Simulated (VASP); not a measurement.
# PbF2 (Fm-3m) in VASP: a series of runs

Runs on PbF2. Level: PBE. Tasks: single point.

Program: VASP 6.6.1. These are calculated values, not measurements. Logs are shortened: lines on timing, memory, paths and dates and some standing lists are left out, and cuts for length are marked.

### Step 1. The cell of the first run

It takes space group Fm-3m (No. 225, cubic). Conventional cell: a = 5.877 Å, b = 5.877 Å, c = 5.877 Å, α = 90.00°, β = 90.00°, γ = 90.00°. Pb (site symmetry m-3m) has 8 F at 2.55 Å within 3.4 Å. Within 3.4 Å of F (site symmetry -43m) lie 4 Pb at 2.55 Å and 6 F at 2.94 Å.

### Step 2. Single point, PBE (16.92 Å³/atom)

Contents of INCAR:

```
SYSTEM = PbF2
PREC = Accurate
ENCUT = 520
EDIFF = 1E-6
ISMEAR = 0
SIGMA = 0.02
LREAL = .False.
LASPH = .True.
NELM = 80
ALGO = Normal
ISIF = 2
LWAVE = .False.
LCHARG = .True.
GGA = PE
LELF = .True.
LVHAR = .True.
NBANDS = 21
```

Contents of KPOINTS:

```
Automatic mesh
0
Gamma
  8 8 8
  0 0 0
```

Contents of POSCAR:

```
PbF2
1.0
    0.0000000000      2.9387276588      2.9387276588
    2.9387276588      0.0000000000      2.9387276588
    2.9387276588      2.9387276588      0.0000000000
Pb F
1 2
Direct
    0.0000000000      0.0000000000      0.0000000000
    0.2500000000      0.2500000000      0.2500000000
    0.7500000000      0.7500000000      0.7500000000
```

Potentials or basis: VASP PAW PBE potentials, release 64 (Pb_d, F).

On the command line:

```bash
cat potpaw_PBE.64/Pb_d/POTCAR potpaw_PBE.64/F/POTCAR > POTCAR
mpirun -np 1 vasp_std > vasp.out
```

OUTCAR:

```text
SYSTEM = PbF2
   PREC = Accurate
   ENCUT = 520
   EDIFF = 1E-6
   ISMEAR = 0
   LREAL = .False.
   LASPH = .True.
   NELM = 80
   ISIF = 2
   GGA = PE

 ion  position               nearest neighbor table
   1  0.000  0.000  0.000-   3 2.55   3 2.55   3 2.55   2 2.55   3 2.55   2 2.55   2 2.55   2 2.55

   2  0.250  0.250  0.250-   1 2.55   1 2.55   1 2.55   1 2.55
   3  0.750  0.750  0.750-   1 2.55   1 2.55   1 2.55   1 2.55

  LATTYP: Found a face centered cubic cell.
 ALAT       =     5.8774553176

  Lattice vectors:

 A1 = (   0.0000000000,   2.9387276588,   2.9387276588)
 A2 = (   2.9387276588,   0.0000000000,   2.9387276588)
 A3 = (   2.9387276588,   2.9387276588,   0.0000000000)

Analysis of symmetry for initial positions (statically):
=====================================================================
 Subroutine PRICEL returns:
 Original cell was already a primitive cell.

 Routine SETGRP: Setting up the symmetry group for a
 face centered cubic supercell.

 Subroutine GETGRP returns: Found 48 space group operations
 (whereof 48 operations were pure point group operations)
 out of a pool of 48 trial point group operations.

The static configuration has the point symmetry O_h .

Analysis of symmetry for dynamics (positions and initial velocities):
=====================================================================
 Subroutine PRICEL returns:
 Original cell was already a primitive cell.

 Routine SETGRP: Setting up the symmetry group for a
 face centered cubic supercell.

 Subroutine GETGRP returns: Found 48 space group operations
 (whereof 48 operations were pure point group operations)
 out of a pool of 48 trial point group operations.

The dynamic configuration has the point symmetry O_h .

 Subroutine INISYM returns: Found 48 space group operations
 (whereof 48 operations are pure point group operations),
 and found     1 'primitive' translations

----------------------------------------------------------------------------------------

                                     Primitive cell

  volume of cell :      50.7584

  direct lattice vectors                    reciprocal lattice vectors
     0.000000000  2.938727659  2.938727659    -0.170141659  0.170141659  0.170141659
     2.938727659  0.000000000  2.938727659     0.170141659 -0.170141659  0.170141659
     2.938727659  2.938727659  0.000000000     0.170141659  0.170141659 -0.170141659

[... 77 lines left out ...]
   ISTART =      0    job   : 0-new  1-cont  2-samecut
   ICHARG =      2    charge: 1-file 2-atom 10-const
   ISPIN  =      1    spin polarized calculation?
   LNONCOLLINEAR =      F non collinear calculations
   LSORBIT =      F    spin-orbit coupling
   LASPH  =      T    aspherical Exc in radial PAW
   ENCUT  =  520.0 eV  38.22 Ry    6.18 a.u.   7.73  7.73  7.73*2*pi/ulx,y,z
   NELM   =     80;   NELMIN=  2; NELMDL= -5     # of ELM steps
   EDIFF  = 0.1E-05   stopping-criterion for ELM
   LREAL  =      F    real-space projection
   EDIFFG = 0.1E-04   stopping-criterion for IOM
   NSW    =      0    number of steps for IOM
   IBRION =     -1    ionic relax: 0-MD 1-quasi-New 2-CG
   NFREE  =      0    steps in history (QN), initial steepest desc. (CG)
   ISIF   =      2    stress and relaxation
   ISYM   =      2    0-nonsym 1-usesym 2-fastsym
   POTIM  = 0.5000    time-step for ionic-motion
   TEBEG  =    0.0;   TEEND  =   0.0 temperature during run
   PSTRESS=    0.0 pullay stress
   NELECT =      28.0000    total number of electrons
   NUPDOWN=      -1.0000    fix difference up-down
   EMIN   =  10.00;   EMAX   =-10.00  energy-range for DOS
   EFERMI =   0.00;   METHOD = LEGACY
   ISMEAR =     0;   SIGMA  =   0.02  broadening in eV -4-tet -1-fermi 0-gaus
   EFERMI_NEDOS =   21; number of points for ismear=-14 and -15
   IALGO  =     38    algorithm
   IMIX   =      4    mixing-type and parameters
     AMIX     =   0.40;   BMIX     =  1.00
     AMIX_MAG =   1.60;   BMIX_MAG =  1.00
  volume/ion in A,a.u.               =      16.92       114.18
  Fermi-wavevector in a.u.,A,eV,Ry     =   1.342636  2.537213 24.526820  1.802670
  Thomas-Fermi vector in A             =   2.470774
   LORBIT       =      0    0 simple, 1 ext, 2 COOP (PROOUT), +10 PAW based schemes
   GGA     = PE    functional components
   LHFCALC =     F    Hartree Fock is set to
   AEXX    =    0.0000 exact exchange contribution
   IVDW    =     0    specifies the selected vdW correction
   LEPSILON=     F    determine dielectric tensor
   LRPA    =     F    only Hartree local field effects (RPA)
 non-spin polarized calculation
 Gauss-broadening in eV      SIGMA  =   0.02
  energy-cutoff  :      520.00
  volume of cell :       50.76
 maximum number of plane-waves:      1384
   NGX = 15   NGY = 15   NGZ = 15

 number of electron      27.9999991 magnetization

 Free energy of the ion-electron system (eV)
  ---------------------------------------------------
  ext. energy  EPLUGINS =         0.00000000
  ---------------------------------------------------
  free energy    TOTEN  =       -14.30302265 eV

  energy without entropy =      -14.30302265  energy(sigma->0) =      -14.30302265

 E-fermi :   2.4120     XC(G=0):  -9.5335

 val. band max:        2.2099844906   @ k =  -0.2500   0.5000   0.2500
 cond. band min:       6.6193634504   @ k =   0.5000   0.5000   0.0000
 fundamental gap:      4.4093789598
 Fermi energy:         2.4119886635

 k-point     1 :       0.0000    0.0000    0.0000
  band No.  band energies     occupation
      1     -19.1017      2.00000
      2     -18.4360      2.00000
      3     -12.2637      2.00000
      4     -12.2637      2.00000
      5     -12.2637      2.00000
      6     -12.1954      2.00000
[... 565 lines left out ...]
     20      18.4682      0.00000
     21      18.8701      0.00000

 [... further k-points ...]
[... 5 lines left out ...]
  --------------------------------------------------------------------------------------
  -------------------------------------------------------------------------------------
  Total        1.4598874      1.4598874      1.4598874      0.0000000      0.0000000     -0.0000000
  in kB       46.0810036     46.0810036     46.0810036      0.0000000      0.0000000     -0.0000000
  external PRESSURE =      46.0810036 kB  Pullay stress =       0.0000000 kB

 VOLUME and BASIS-vectors are now :
 -----------------------------------------------------------------------------
  energy-cutoff  :      520.00
  volume of cell :       50.76
      direct lattice vectors                 reciprocal lattice vectors
     0.000000000  2.938727659  2.938727659    -0.170141659  0.170141659  0.170141659
     2.938727659  0.000000000  2.938727659     0.170141659 -0.170141659  0.170141659
     2.938727659  2.938727659  0.000000000     0.170141659  0.170141659 -0.170141659

 POSITION                                       TOTAL-FORCE (eV/Angst)
 -----------------------------------------------------------------------------------
      0.00000      0.00000      0.00000         0.000000      0.000000     -0.000000
      1.46936      1.46936      1.46936        -0.000000     -0.000000     -0.000000
      4.40809      4.40809      4.40809         0.000000      0.000000      0.000000
 -----------------------------------------------------------------------------------
    total drift:                                0.000000     -0.000000      0.000000

  FREE ENERGIE OF THE ION-ELECTRON SYSTEM (eV)
  ---------------------------------------------------
  free  energy   TOTEN  =       -14.3030226461 eV

  energy  without entropy=      -14.3030226461  energy(sigma->0) =      -14.30302265
```

OSZICAR:

```text
N       E                     dE             d eps       ncg     rms          rms(c)
DAV:   1     0.304165341546E+03    0.30417E+03   -0.14500E+04  1218   0.154E+03
DAV:   2     0.111113284207E+02   -0.29305E+03   -0.27590E+03  1298   0.428E+02
DAV:   3    -0.154103481899E+02   -0.26522E+02   -0.26259E+02  1413   0.140E+02
DAV:   4    -0.161613527111E+02   -0.75100E+00   -0.75056E+00  1413   0.247E+01
DAV:   5    -0.161886417032E+02   -0.27289E-01   -0.27287E-01  1543   0.494E+00    0.796E+00
DAV:   6    -0.143033895475E+02    0.18853E+01   -0.84820E+00  1653   0.232E+01    0.258E+00
DAV:   7    -0.143061186057E+02   -0.27291E-02   -0.43427E-01  1268   0.405E+00    0.154E+00
DAV:   8    -0.143054792843E+02    0.63932E-03   -0.98331E-02  1283   0.352E+00    0.552E-01
DAV:   9    -0.143018968850E+02    0.35824E-02   -0.18950E-02  1624   0.108E+00    0.101E-01
DAV:  10    -0.143030102885E+02   -0.11134E-02   -0.14034E-03  1248   0.283E-01    0.303E-02
DAV:  11    -0.143030147194E+02   -0.44309E-05   -0.10412E-04  1394   0.859E-02    0.900E-03
DAV:  12    -0.143030227341E+02   -0.80148E-05   -0.15278E-05  1263   0.270E-02    0.388E-03
DAV:  13    -0.143030226461E+02    0.88025E-07   -0.17457E-06  1357   0.111E-02
   1 F= -.14303023E+02 E0= -.14303023E+02  d E =-.656335E-48
```

stdout:

```text
POSCAR found type information on POSCAR PbF
 POSCAR found :  2 types and       3 ions
 scaLAPACK will be used
 LDA part: xc-table for (Slater+PW92), standard interpolation
 POSCAR, INCAR and KPOINTS ok, starting setup
 FFT: planning ... GRIDC
 FFT: planning ... GRID_SOFT
 FFT: planning ... GRID
 WAVECAR not read
 entering main loop
```

Run time: 41 s. Hardware: 1 thread of AMD EPYC 7R13, shared host; peak memory 0.16 GiB.

What came out:

- Free energy: -14.3030 eV
- Pressure: 4.6 GPa
- Band gap on the k mesh: 4.41 eV (least direct gap 4.56 eV)

Levels at points of the mesh, in eV from the valence-band top:
```csv
k point,band 11,band 12,band 13,band 14,band 15,band 16,band 17,band 18
"(0.00, 0.00, 0.00)",-2.64,-2.14,-2.14,-2.14,6.80,6.80,6.80,10.70
"(0.50, 0.00, 0.00)",-2.87,-2.31,-2.31,-0.05,5.02,7.75,7.75,13.26
"(0.50, 0.50, 0.00)",-1.71,-1.70,-1.70,-0.15,4.41,7.99,7.99,8.90
```

Caveat: the cell stands under pressure; spin-orbit coupling is left out, which moves the levels of the heavy elements. A k mesh can miss the band edges.

### Step 3. Single point, PBE (17.46 Å³/atom)

This run uses another cell than the first one, of 17.46 Å³/atom.

Contents of INCAR:

```
PREC = Accurate ; ENCUT = 520
EDIFF = 1E-6 ; ISMEAR = 0
SIGMA = 0.02 ; LREAL = F
LASPH = T ; NELM = 80
ALGO = Normal ; ISIF = 2
LWAVE = F ; LCHARG = F
GGA = PE ; NBANDS = 21
```

Contents of KPOINTS:

```
regular mesh
0
Gamma
  8 8 8
```

Contents of POSCAR:

```
PbF2
1.0
    0.0000000000      2.9696639076      2.9696639076
    2.9696639076      0.0000000000      2.9696639076
    2.9696639076      2.9696639076      0.0000000000
Pb F
1 2
Direct
    0.0000000000      0.0000000000      0.0000000000
    0.2500000000      0.2500000000      0.2500000000
    0.7500000000      0.7500000000      0.7500000000
```

Potentials or basis: VASP PAW PBE potentials, release 64 (Pb_d, F).

On the command line:

```bash
cat potpaw_PBE.64/Pb_d/POTCAR potpaw_PBE.64/F/POTCAR > POTCAR
mpirun -np 1 vasp_std > vasp.out
```

Run time: 45 s. Hardware: 1 thread of AMD EPYC 7R13, shared host; peak memory 0.16 GiB.

The run converged. Its results:

* Free energy: -14.3391 eV
* Pressure: 2.0 GPa
* Band gap on the k mesh: 4.42 eV (least direct gap 4.56 eV)

Levels at points of the mesh, in eV from the valence-band top:
| k point | band 12 | band 13 | band 14 | band 15 | band 16 | band 17 |
| --- | --- | --- | --- | --- | --- | --- |
| (0.00, 0.00, 0.00) | -1.94 | -1.94 | -1.94 | 6.77 | 6.77 | 6.77 |
| (0.50, 0.00, 0.00) | -2.11 | -2.11 | -0.03 | 5.03 | 7.65 | 7.65 |
| (0.50, 0.50, 0.00) | -1.52 | -1.52 | -0.15 | 4.42 | 7.88 | 7.88 |

Caveat: spin-orbit coupling is left out, which moves the levels of the heavy elements. A k mesh can miss the band edges.

### Step 4. Single point, PBE

This run uses another cell than the first one, of 18.00 Å³/atom.

Contents of INCAR:

```
PREC = Accurate ; ENCUT = 520
EDIFF = 1E-7 ; ISMEAR = 0
SIGMA = 0.02 ; LREAL = F
LASPH = T ; NELM = 60
ALGO = Normal ; ISIF = 2
LWAVE = F ; LCHARG = F
GGA = PE ; NBANDS = 21
```

KPOINTS is that of step 3.

Contents of POSCAR:

```
PbF2
1.0
    0.0000000000      2.9999686936      2.9999686936
    2.9999686936      0.0000000000      2.9999686936
    2.9999686936      2.9999686936      0.0000000000
Pb F
1 2
Direct
    0.0000000000      0.0000000000      0.0000000000
    0.2500000000      0.2500000000      0.2500000000
    0.7500000000      0.7500000000      0.7500000000
```

On the command line:

```bash
cat potpaw_PBE.64/Pb_d/POTCAR potpaw_PBE.64/F/POTCAR > POTCAR
mpirun -np 1 vasp_std > vasp.out
```

Run time: 56 s. Hardware: 1 thread of AMD EPYC 7R13, shared host; peak memory 0.16 GiB.

It converged, with:

| Property | Result |
| --- | --- |
| Free energy | -14.3510 eV |
| Pressure | -0.2 GPa |
| Band gap on the k mesh | 4.42 eV (least direct gap 4.56 eV) |

Levels at points of the mesh, in eV from the valence-band top:
| k point | band 11 | band 12 | band 13 | band 14 | band 15 | band 16 | band 17 | band 18 |
| --- | --- | --- | --- | --- | --- | --- | --- | --- |
| (0.00, 0.00, 0.00) | -2.24 | -1.75 | -1.75 | -1.75 | 6.73 | 6.73 | 6.73 | 10.54 |
| (0.50, 0.00, 0.00) | -2.42 | -1.92 | -1.92 | -0.01 | 5.03 | 7.55 | 7.55 | 13.16 |
| (0.50, 0.50, 0.00) | -1.36 | -1.36 | -1.35 | -0.14 | 4.42 | 7.77 | 7.77 | 9.04 |

Caveat: spin-orbit coupling is left out, which moves the levels of the heavy elements. A k mesh can miss the band edges.

### Step 5. Single point, PBE

This run uses another cell than the first one, of 18.00 Å³/atom.

Contents of INCAR:

```
SYSTEM = PbF2
ALGO = Normal
EDIFF = 1E-6
ENCUT = 520
GGA = PE
ISIF = 2
ISMEAR = 0
LASPH = .TRUE.
LCHARG = .FALSE.
LREAL = .FALSE.
LWAVE = .FALSE.
NBANDS = 21
NELM = 100
PREC = Accurate
SIGMA = 0.02
```

Contents of KPOINTS:

```
k-points
0
G
  8 8 8
  0 0 0
```

POSCAR is that of step 4.

On the command line:

```bash
cat potpaw_PBE.64/Pb_d/POTCAR potpaw_PBE.64/F/POTCAR > POTCAR
mpirun -np 1 vasp_std > vasp.out
```

It took 48 s on 1 thread of AMD EPYC 7R13, shared host; peak memory 0.16 GiB.

It converged, with:

* Free energy: -14.3510 eV
* Pressure: -0.2 GPa
* Band gap on the k mesh: 4.42 eV (least direct gap 4.56 eV)

Levels at points of the mesh, in eV from the valence-band top:
| k point | band 12 | band 13 | band 14 | band 15 | band 16 | band 17 |
| --- | --- | --- | --- | --- | --- | --- |
| (0.00, 0.00, 0.00) | -1.75 | -1.75 | -1.75 | 6.73 | 6.73 | 6.73 |
| (0.50, 0.00, 0.00) | -1.92 | -1.92 | -0.01 | 5.03 | 7.55 | 7.55 |
| (0.50, 0.50, 0.00) | -1.36 | -1.35 | -0.14 | 4.42 | 7.77 | 7.77 |

Caveat: spin-orbit coupling is left out, which moves the levels of the heavy elements. As with any semilocal functional, this PBE gap is likely too small.

[end of part 1 of 2]
